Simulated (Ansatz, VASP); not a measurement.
**One calculation of InP, two programs**

The input INCAR:

```
SYSTEM = InP
PREC     = Accurate       ! precision mode
ENCUT    = 520            ! plane-wave cutoff, eV
EDIFF    = 1E-6           ! SCF threshold, eV
ISMEAR   = -1             ! smearing method
SIGMA    = 0.08           ! smearing width, eV
LREAL    = .False.        ! projectors in reciprocal space
LASPH    = .True.         ! aspherical terms in the spheres
NELM     = 150            ! most SCF steps
ALGO     = Normal         ! electronic algorithm
ISIF     = 2              ! what is computed and relaxed
LWAVE    = .False.        ! write WAVECAR
LCHARG   = .True.         ! write CHGCAR
LNONCOLLINEAR= .True.         ! non-collinear magnetism
MAGMOM   = 0 0 0 0 0 0    ! initial moments
LORBIT   = 11             ! projections on sites
LSORBIT  = .True.         ! spin-orbit coupling
GGA_COMPAT= .False.      
LORBMOM  = .True.       
GGA      = PE             ! functional
LVHAR    = .True.       
NBANDS   = 30             ! bands
```

KPOINTS

```
Automatic mesh
0
Gamma
  12 12 12
  0 0 0
```

POSCAR

```
InP
1.0
    0.0000000000      2.9798790903      2.9798790903
    2.9798790903      0.0000000000      2.9798790903
    2.9798790903      2.9798790903      0.0000000000
In P
1 1
Direct
    0.0000000000      0.0000000000      0.0000000000
    0.2500000000      0.2500000000      0.2500000000
```

Input for Ansatz:

```yaml
crystal:
  lattice:
    - [0.0, 2.9798790903, 2.9798790903]
    - [2.9798790903, 0.0, 2.9798790903]
    - [2.9798790903, 2.9798790903, 0.0]
  atoms:
    - { symbol: In, position: [0.0, 0.0, 0.0] }
    - { symbol: P, position: [0.25, 0.25, 0.25] }
kpoints:
  mp_grid: { grid: [12, 12, 12] }
  band_path:
    path:
      - [0.0, 0.0, 0.0]
      - [-0.5, -0.5, 0.0]
      - [-0.375, -0.375, 0.25]
      - [-0.375, 0.0, 0.375]
      - [0.0, 0.0, 0.0]
      - [0.0, 0.0, 0.5]
      - [-0.5, -0.25, 0.25]
      - [-0.5, -0.5, 0.0]
    npoints: 5
scf:
  occupations: { method: fermi_dirac, width: 0.08 }
hamiltonian:
  xc: pbe
  pseudopotentials: { kind: all_electron, lapw: { basis_error: 0.00025 } }
output:
  forces: true
  stress: true
  eigenvalues: true
magnetization:
  noncollinear: true
  spin_orbit: true
```

Alike in both runs: task single point; functional PBE; k mesh 12 × 12 × 12; occupations fermi-dirac, width 0.08 eV; non-collinear spin, spin-orbit coupling.

```csv
,VASP,Ansatz
version,VASP 6.6.1,Ansatz 0.2.0
potentials or method,"VASP PAW PBE potentials, release 64 (In_d, P), cutoff 520 eV",all-electron LAPW
```

|  | VASP | Ansatz | Ansatz less VASP |
| --- | --- | --- | --- |
| pressure (GPa) | -0.1 | -0.1 | +0.02 |
| net moment per atom (μB) | 0.00 | 0.00 | 0.000 |

Ansatz ran all-electron here, and VASP with PAW potentials.
